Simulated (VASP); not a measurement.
Here is a VASP 6.6.1 calculation.

Contents of INCAR:

```
ALGO = Normal
EDIFF = 1E-6
ENCUT = 520
GGA = PE
ISIF = 2
ISMEAR = 0
ISPIN = 2
LASPH = T
LCHARG = F
LORBIT = 11
LREAL = Auto
LUSENCCL = F
LWAVE = F
MAGMOM = 0.2 0.2 0 0 0 0 0 0 0 0 0 0 0.2 0 0 0.2 0 0 0 0 0 0 0.2 0 0 0 0 0 0 0 0 0 0 0 0 0 0 0 0 0 0 0 0 0 0 0 0
NBANDS = 126
NELM = 150
PREC = Accurate
SIGMA = 0.05
```

File KPOINTS:

```
k-points
0
Gamma
  2 2 2
```

Contents of POSCAR:

```
Mg24O23
1.0
    5.2295670000     -3.0192920000     -4.1780410000
   -5.2295670000      3.0192920000     -4.1780410000
    5.2295670000      9.0578750000      4.1780400000
Mg O
24 23
Direct
    0.7859761042      0.6203234552      0.1670638892
    0.2962961881      0.1304545819      0.1670789426
    0.6249914308      0.9583541074      0.3336765718
    0.1248318743      0.4583173651      0.3336156179
    0.4577392635      0.2912588146      0.5005257731
    0.9587826091      0.7924289451      0.5005611541
    0.2918134585      0.6244879945      0.6667356017
    0.7918204003      0.1245577426      0.6668282343
    0.1242541614      0.9576664477      0.8335213888
    0.6255049079      0.4587852104      0.8335300440
    0.9579938240      0.2914288488     -0.0001119673
    0.4581864082      0.7914248381     -0.0000053956
    0.8761026457      0.0401278839      0.1666645836
    0.3730256823      0.5435183917      0.1669208003
    0.7087448011      0.3754891444      0.3343301344
    0.2066019057      0.8752461164      0.3322712247
    0.5417502032      0.7082359409      0.5004443608
    0.0415273348      0.2074414374      0.4993898132
    0.3756753648      0.0411760868      0.6672449751
    0.8752993052      0.5407953764      0.6666125467
    0.2081312613      0.3745142847      0.8331108574
    0.7090239187      0.8747553039      0.8341999752
    0.0415147823      0.7101689142      0.0019544434
    0.5410576409      0.2079268878     -0.0003041146
    0.5407682141      0.3755530629      0.1670327732
    0.8739392148      0.2090001675      0.3332207933
    0.3747979287      0.7086559474      0.3341271584
    0.7083410039      0.5413622594      0.5003342530
    0.2091432559      0.0413725952      0.5008880560
    0.5421357059      0.8745741359      0.6672646234
    0.0418281357      0.3742700804      0.6664585133
    0.3751599812      0.2080301174      0.8337176218
    0.8754397710      0.7073610939      0.8331357680
    0.2077866350      0.5413796618     -0.0005192663
    0.7071893613      0.0423246541      0.0002055508
    0.6256507238      0.7916299595      0.1669369378
    0.1246687170      0.2906415935      0.1667374401
    0.4569037473      0.1245507720      0.3329742206
    0.9578570798      0.6259040454      0.3329292180
    0.2915136598      0.4580403036      0.5000888234
    0.7916544664      0.9582687151      0.5002344106
    0.1252641464      0.7913871761      0.6670943466
    0.6252386962      0.2913877579      0.6670622959
    0.9582951490      0.1246312513      0.8335178250
    0.4584897834      0.6246772259      0.8334563444
    0.7920214728      0.4597403193      0.0011903530
    0.2912040987      0.9586771228      0.0010940938
```

Potentials or basis: VASP PAW PBE potentials, release 64 (Mg, O).

Run with:

```sh
$ cat potpaw_PBE.64/Mg/POTCAR potpaw_PBE.64/O/POTCAR > POTCAR
$ mpirun -np 1 vasp_std > vasp.out
```

Task: Predict the net moment.

Result: 0.00 μB per cell.

Task: Predict the pressure.

Result: 4.3 GPa.

Task: Predict the band gap on the k mesh.

Result: 1.84 eV.

Task: Predict the largest force.

Result: 0.029 eV/Å.

Stress tensor (GPa, compression positive):
```
 3.89 -0.01  0.00
-0.01  3.89  0.00
 0.00  0.00  5.15
```

Caveat: the k points lie up to 0.48 Å⁻¹ apart.
